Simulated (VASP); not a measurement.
Wanted: the native input for a VASP 6.6.1 run.

```yaml
Task: single point
Functional: PBE
Potentials_or_basis: VASP PAW PBE potentials, release 64 (Si, C)
Cutoff: 520 eV
k_mesh: 6 × 6 × 2
Occupations: gaussian, width 0.1 eV
Spin: no spin polarisation
Dipole_correction: no
Further_INCAR_settings: ALGO = Normal; EDIFF = 1e-06; NBANDS = 31
```

The structure of Si3C2 lies in POSCAR:

```
Si3C2
1.0
    2.8996141298      0.0000000000      0.0000000000
   -1.4498070649      2.5111394976      0.0000000000
    0.0000000000      0.0000000000     14.3678137896
Si C
6 4
Direct
    0.6666666667      0.3333333333      0.0784295846
    0.6666666667      0.3333333333      0.2500000000
    0.6666666667      0.3333333333      0.4215704154
    0.3333333333      0.6666666667      0.7500000000
    0.3333333333      0.6666666667      0.9215704154
    0.3333333333      0.6666666667      0.5784295846
    0.6666666667      0.3333333333      0.8498239545
    0.6666666667      0.3333333333      0.6501760455
    0.3333333333      0.6666666667      0.1501760455
    0.3333333333      0.6666666667      0.3498239545
```

The input as run:

INCAR

```
PREC = Accurate
ENCUT = 520
EDIFF = 1E-6
ISMEAR = 0
SIGMA = 0.1
LREAL = False
LASPH = True
NELM = 60
ALGO = Normal
ISIF = 2
LWAVE = False
LCHARG = False
GGA = PE
NBANDS = 31
```

KPOINTS

```
Automatic mesh
0
Gamma
  6 6 2
```

Potentials or basis: VASP PAW PBE potentials, release 64 (Si, C).

Launch:

```sh
$ cat potpaw_PBE.64/Si/POTCAR potpaw_PBE.64/C/POTCAR > POTCAR
$ mpirun -np 1 vasp_std > vasp.out
```

It gave:

```json
{
 "Pressure": "-0.1 GPa",
 "Largest force": "0.015 eV/Å",
 "Band gap on the k mesh": "zero (bands 20 and 21 overlap by 6.20 eV)"
}
```

Caveat: the k points lie up to 0.42 Å⁻¹ apart, too coarse for converged energies and pressures of a metal.

Run time: 28 s on 1 thread of AMD EPYC 9R45 96-Core Processor (Zen 5) (shared host), peak memory 0.2 GiB.
